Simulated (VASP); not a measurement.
# Re (P6_3/mmc) in VASP: further runs

The runs below take Re through electric field gradients, with PBE.

Program: VASP 6.6.1. These are calculated values, not measurements. Logs are shortened: lines on timing, memory, paths and dates and some standing lists are left out, and cuts for length are marked.

## (1) The cell of the first run

The structure is hexagonal, space group P6_3/mmc (No. 194). Conventional cell: a = 2.637 Å, b = 2.637 Å, c = 4.217 Å, α = 90.00°, β = 90.00°, γ = 120.00°. Within 3.4 Å of Re (site symmetry -6m2) lie 12 Re at 2.60 to 2.64 Å.

## (2) Electric field gradients, PBE (12.70 Å³/atom)

INCAR

```
ALGO = Normal
EDIFF = 1E-8
ENCUT = 520
GGA = PE
ISIF = 2
ISMEAR = -1
LASPH = True
LCHARG = False
LEFG = True
LREAL = False
LWAVE = False
NBANDS = 14
NELM = 100
PREC = Accurate
SIGMA = 0.05
```

KPOINTS

```
k-points
0
Gamma
  14 14 8
```

POSCAR

```
Re
1.0
    2.6371536987      0.0000000000      0.0000000000
   -1.3185768494      2.2838420967      0.0000000000
    0.0000000000      0.0000000000      4.2167694387
Re
2
Direct
    0.3333333333      0.6666666667      0.2500000000
    0.6666666667      0.3333333333      0.7500000000
```

Potentials or basis: VASP PAW PBE potentials, release 64 (Re).

Command:

```
$ cat potpaw_PBE.64/Re/POTCAR > POTCAR
$ mpirun -np 1 vasp_std > vasp.out
```

OUTCAR:

```text
EDIFF = 1E-8
   ENCUT = 520
   GGA = PE
   ISIF = 2
   ISMEAR = -1
   LASPH = True
   LREAL = False
   NELM = 100
   PREC = Accurate

 ion  position               nearest neighbor table
   1  0.333  0.667  0.250-   2 2.60   2 2.60   2 2.60   2 2.60   2 2.60   2 2.60
   2  0.667  0.333  0.750-   1 2.60   1 2.60   1 2.60   1 2.60   1 2.60   1 2.60

  LATTYP: Found a hexagonal cell.
 ALAT       =     2.6371536987
 C/A-ratio  =     1.5989850879

  Lattice vectors:

 A1 = (   2.6371536987,   0.0000000000,   0.0000000000)
 A2 = (  -1.3185768494,   2.2838420967,   0.0000000000)
 A3 = (   0.0000000000,   0.0000000000,   4.2167694387)

Analysis of symmetry for initial positions (statically):
=====================================================================
 Subroutine PRICEL returns:
 Original cell was already a primitive cell.

 Routine SETGRP: Setting up the symmetry group for a
 hexagonal supercell.

 Subroutine GETGRP returns: Found 24 space group operations
 (whereof 12 operations were pure point group operations)
 out of a pool of 24 trial point group operations.

The static configuration has the point symmetry D_3d.
 The point group associated with its full space group is D_6h.

Analysis of symmetry for dynamics (positions and initial velocities):
=====================================================================
 Subroutine PRICEL returns:
 Original cell was already a primitive cell.

 Routine SETGRP: Setting up the symmetry group for a
 hexagonal supercell.

 Subroutine GETGRP returns: Found 24 space group operations
 (whereof 12 operations were pure point group operations)
 out of a pool of 24 trial point group operations.

The dynamic configuration has the point symmetry D_3d.
 The point group associated with its full space group is D_6h.

 Subroutine INISYM returns: Found 24 space group operations
 (whereof 12 operations are pure point group operations),
 and found     1 'primitive' translations

----------------------------------------------------------------------------------------

                                     Primitive cell

  volume of cell :      25.3969

[... 137 lines left out ...]

 val. band max:        9.7945702180   @ k =   0.4286   0.1429   0.2500
 cond. band min:       9.8278256824   @ k =   0.5000   0.0000   0.3750
 fundamental gap:      0.0332554644
 Fermi energy:         9.7981392004

 k-point     1 :       0.0000    0.0000    0.0000
  band No.  band energies     occupation
      1      -1.0525      2.00000
      2       2.0336      2.00000
      3       7.7690      2.00000
      4       7.7690      2.00000
      5       7.9622      2.00000
      6       8.8665      2.00000
      7       8.8665      2.00000
      8       9.8889      0.28010
      9       9.8889      0.28010
     10      11.0135      0.00000
     11      13.8940      0.00000
     12      13.8940      0.00000
     13      21.9926      0.00000
     14      24.0601      0.00000
[... 377 lines left out ...]
      1       3.3027      2.00000
      2       4.9720      2.00000
      3       4.9861      2.00000
      4       6.0191      2.00000
      5       7.1325      2.00000
      6       7.5295      2.00000
      7       9.7875      1.10588
      8      13.3447      0.00000
      9      13.9660      0.00000
     10      14.3127      0.00000
     11      17.6125      0.00000
     12      17.7532      0.00000
     13      19.6923      0.00000
     14      26.2946      0.00000

 [... further k-points ...]

------------------------ aborting loop because EDIFF is reached ----------------------------------------

  FORCE on cell =-STRESS in cart. coord.  units (eV):
  Direction    XX          YY          ZZ          XY          YZ          ZX
  --------------------------------------------------------------------------------------
  -------------------------------------------------------------------------------------
  Total       13.2972076     13.2972076     14.5188926     -0.0000000      0.0000000     -0.0000000
  in kB      838.8603368    838.8603367    915.9308848     -0.0000000      0.0000000     -0.0000000
  external PRESSURE =     864.5505194 kB  Pullay stress =       0.0000000 kB

 VOLUME and BASIS-vectors are now :
 -----------------------------------------------------------------------------
  energy-cutoff  :      520.00
  volume of cell :       25.40
      direct lattice vectors                 reciprocal lattice vectors
     2.637153699  0.000000000  0.000000000     0.379196708  0.218929321  0.000000000
    -1.318576849  2.283842097  0.000000000     0.000000000  0.437858642  0.000000000
     0.000000000  0.000000000  4.216769439     0.000000000  0.000000000  0.237148370

 POSITION                                       TOTAL-FORCE (eV/Angst)
 -----------------------------------------------------------------------------------
     -0.00000      1.52256      1.05419         0.000000     -0.000000      0.000000
      1.31858      0.76128      3.16258        -0.000000      0.000000      0.000000
 -----------------------------------------------------------------------------------
    total drift:                                0.000000      0.000000     -0.000000

  FREE ENERGIE OF THE ION-ELECTRON SYSTEM (eV)
  ---------------------------------------------------
  free  energy   TOTEN  =       -23.8092928486 eV

  energy  without entropy=      -23.7979641326  energy(sigma->0) =      -23.80362849

 Electric field gradients (V/A^2)
---------------------------------------------------------------------
 ion       V_xx      V_yy      V_zz      V_xy      V_xz      V_yz
---------------------------------------------------------------------
   1      53.273    53.273  -106.546     0.000     0.000    -0.000
   2      53.273    53.273  -106.546     0.000    -0.000     0.000
---------------------------------------------------------------------

 Electric field gradients after diagonalization (V/A^2)
 (convention: |V_zz| > |V_xx| > |V_yy|)
----------------------------------------------------------------------
 ion       V_xx      V_yy      V_zz     asymmetry (V_yy - V_xx)/ V_zz
----------------------------------------------------------------------
   1      53.273    53.272  -106.546       0.000
   2      53.273    53.272  -106.546       0.000
----------------------------------------------------------------------

           NMR quadrupolar parameters

 Cq : quadrupolar parameter    Cq=e*Q*V_zz/h
 eta: asymmetry parameters     (V_yy - V_xx)/ V_zz
 Q  : nuclear electric quadrupole moment in mb (millibarn)
----------------------------------------------------------------------
 ion       Cq(MHz)       eta       Q (mb)
----------------------------------------------------------------------
   1      -0.258       0.000       1.000
   2      -0.258       0.000       1.000
----------------------------------------------------------------------
```

OSZICAR:

```text
N       E                     dE             d eps       ncg     rms          rms(c)
DAV:   1     0.233873443046E+02    0.23387E+02   -0.70226E+03  6720   0.131E+03
DAV:   2    -0.239692339007E+02   -0.47357E+02   -0.42002E+02  5470   0.305E+02
DAV:   3    -0.249707068550E+02   -0.10015E+01   -0.97902E+00  5204   0.429E+01
DAV:   4    -0.249799197625E+02   -0.92129E-02   -0.92069E-02  5092   0.273E+00
DAV:   5    -0.249800851981E+02   -0.16544E-03   -0.16542E-03  5224   0.617E-01    0.565E+01
DAV:   6    -0.241790884699E+02    0.80100E+00   -0.36236E-01  5852   0.161E+01    0.281E+01
DAV:   7    -0.238157825412E+02    0.36331E+00   -0.41389E-01  5848   0.166E+01    0.338E-01
DAV:   8    -0.238102997511E+02    0.54828E-02   -0.51440E-03  5480   0.644E-01    0.241E-01
DAV:   9    -0.238092693167E+02    0.10304E-02   -0.52743E-04  5782   0.225E-01    0.431E-02
DAV:  10    -0.238092967502E+02   -0.27434E-04   -0.63034E-05  5614   0.917E-02    0.182E-02
DAV:  11    -0.238092930466E+02    0.37036E-05   -0.10548E-06  5450   0.138E-02    0.224E-03
DAV:  12    -0.238092928610E+02    0.18557E-06   -0.20207E-08  3962   0.312E-03    0.532E-04
DAV:  13    -0.238092928804E+02   -0.19375E-07   -0.53353E-09  2832   0.205E-03    0.615E-04
DAV:  14    -0.238092928595E+02    0.20923E-07   -0.38870E-09  2646   0.206E-03    0.153E-04
DAV:  15    -0.238092928484E+02    0.11128E-07   -0.29910E-09  2454   0.162E-03    0.220E-04
DAV:  16    -0.238092928486E+02   -0.18917E-09   -0.18946E-09  2412   0.150E-03
   1 F= -.23809293E+02 E0= -.23803628E+02  d E =-.113287E-01
```

stdout:

```text
POSCAR found type information on POSCAR Re
 POSCAR found :  1 types and       2 ions
 scaLAPACK will be used
 LDA part: xc-table for (Slater+PW92), standard interpolation
 POSCAR, INCAR and KPOINTS ok, starting setup
 FFT: planning ... GRIDC
 FFT: planning ... GRID_SOFT
 FFT: planning ... GRID
 WAVECAR not read
 entering main loop
ion   1

ion   2
```

Run time: 20 s. Hardware: 1 thread of Intel Xeon 6975P-C (Granite Rapids), shared host; peak memory 0.16 GiB.

What came out:

| Property | Result |
| --- | --- |
| Free energy | -23.8093 eV |
| Pressure | 86.5 GPa |
| Band gap on the k mesh | zero (bands 7 and 8 overlap by 4.07 eV) |
| Largest electric field gradient by atom | Re -106.5 V/Å² |

Levels at points of the mesh, in eV from the Fermi level:
```
           k point  band 5  band 6  band 7  band 8  band 9  band 10
(0.00, 0.00, 0.00)   -1.84   -0.93   -0.93    0.09    0.09     1.22
(0.50, 0.00, 0.00)   -1.72   -1.47   -0.56    4.86    5.57     5.58
(0.00, 0.00, 0.50)   -2.21   -2.21   -2.21   -2.21    3.18     3.18
(0.50, 0.00, 0.50)    0.39    0.39    1.35    1.35    5.27     5.27
```

Electric field gradients, principal values (V/Å²):
```tsv
atom	least	middle	greatest (by size)
1 Re	53.272	53.273	-106.546
2 Re	53.272	53.273	-106.546
```

Caveat: the cell stands under pressure; without QUAD_EFG the Cq values of the log hold for a quadrupole moment of 1 mb, not for the nuclei; spin-orbit coupling is left out, which moves the levels of the heavy elements.

[end of part 1 of 3]
